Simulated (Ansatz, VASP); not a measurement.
One calculation of Cd3F8, two programs

```
F Cd
1.0
     3.80723    0.00000    0.00000
    -1.90361    3.29716    0.00000
     0.00000    0.00000   25.88006
F Cd
8 3
Direct
  0.66667 0.33333 0.28980
  0.00000 0.00000 0.34986
  0.33333 0.66667 0.40991
  0.66667 0.33333 0.46997
  0.00000 0.00000 0.53003
  0.33333 0.66667 0.59009
  0.66667 0.33333 0.65014
  0.00000 0.00000 0.71020
  0.66667 0.33333 0.37988
  0.33333 0.66667 0.50000
  0.00000 0.00000 0.62012
```

Alike in both runs: task single point; functional PBEsol; k mesh 9 × 9 × 1; occupations gaussian, width 0.05 eV; no spin polarisation.

|  | VASP | Ansatz |
| --- | --- | --- |
| version | VASP 6.6.1 | Ansatz 0.2.0 |
| potentials or method | VASP PAW PBE potentials, release 64 (F, Cd), cutoff 520 eV | scalar-relativistic, plane waves, PAW |
| valence electrons in the cell | 92 | 116 |

|  | VASP | Ansatz | Ansatz less VASP |
| --- | --- | --- | --- |
| gap on the k mesh at the Fermi level (eV) | none | none | - |
| rms of the force components (eV/Å) | 0.318 | 0.326 | +0.0083 |

VASP's potentials were made for PBE, not for PBEsol. A gap of «none» marks a metal or a gap that the smearing closes. VASP's potentials hold 92 valence electrons a cell and Ansatz's 116, so a difference there can come from the potentials and not from the codes.
